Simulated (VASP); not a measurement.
Write the native input for VASP 6.6.1 that does the following.

| Property | Result |
| --- | --- |
| Task | single point |
| Functional | PBE |
| Potentials or basis | VASP PAW PBE potentials, release 64 (Pt, C, O) |
| Cutoff | 520 eV |
| k mesh | 6 × 12 × 1 |
| Occupations | gaussian, width 0.1 eV |
| Spin | no spin polarisation |
| Dipole correction | yes |
| Further INCAR settings | ALGO = Normal; EDIFF = 1e-06; NBANDS = 56 |

The structure of Pt8CO lies in POSCAR:

```
Pt8CO
1.0
    5.6145890053      0.0000000000      0.0000000000
   -1.4036472513      2.4311883552      0.0000000000
    0.0000000000      0.0000000000     27.0264390892
Pt C O
8 1 1
Direct
    0.3333333333      0.3333333333      0.3145068417
    0.8333333333      0.3333333333      0.3145068417
    0.6666666667      0.6666666667      0.3993181021
    0.1666666667      0.6666666667      0.3993181021
    0.0017131501      0.0017131501      0.4835695786
    0.4911782621     -0.0088217379      0.4841710708
    0.3227137500      0.3227137500      0.5742958800
    0.8224235881      0.3224235881      0.5651164834
    0.3264289151      0.3264289151      0.6423994173
    0.3288497177      0.3288497177      0.6850209660
```

The input as run:

INCAR

```
PREC = Accurate ; ENCUT = 520
EDIFF = 1E-6 ; ISMEAR = 0
SIGMA = 0.1 ; LREAL = F
LASPH = T ; NELM = 60
ALGO = Normal ; ISIF = 2
LWAVE = F ; LCHARG = F
LDIPOL = T ; IDIPOL = 3
DIPOL = 0.5 0.5 0.486 ; GGA = PE
NBANDS = 56
```

KPOINTS

```
Automatic mesh
0
Gamma
  6 12 1
```

Potentials or basis: VASP PAW PBE potentials, release 64 (Pt, C, O).

The run is started by

```console
$ cat potpaw_PBE.64/Pt/POTCAR potpaw_PBE.64/C/POTCAR potpaw_PBE.64/O/POTCAR > POTCAR
$ mpirun -np 1 vasp_std > vasp.out
```

It gave:

```json
{"Largest force": "0.821 eV/Å", "Band gap on the k mesh": "zero (bands 45 and 46 overlap by 1.15 eV)"}
```

Caveat: spin-orbit coupling is left out, which moves the levels of the heavy elements.

Run time: 20 min on 1 thread of Intel(R) Xeon(R) Platinum 8375C CPU @ 2.90GHz (Ice Lake), on a shared host, peak memory 0.77 GiB.
